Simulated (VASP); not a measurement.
NaF:

```
Na F
1.0
     0.00000    2.32330    2.32330
     2.32330    0.00000    2.32330
     2.32330    2.32330    0.00000
Na F
1 1
Direct
  0.00000 0.00000 0.00000
  0.50000 0.50000 0.50000
```

Program: VASP 6.6.1. Alike in all runs: task single point; potentials or basis VASP PAW PBE potentials, release 64 (Na_pv, F); no spin polarisation; cell as given; k mesh 8 × 8 × 8; cutoff (eV) 520; smearing gaussian 0.05 eV.

**Question.** Order these runs on this cell by their pressure, lowest first.
A. level PBE+D4
B. level RPBE+D4
C. level PBE+D3(BJ)

**Answer.** C (-0.7 GPa), A (0.9 GPa), B (3.6 GPa).

Caveats: the PAW data sets were made with another functional, which shifts forces and pressure a little (some runs).
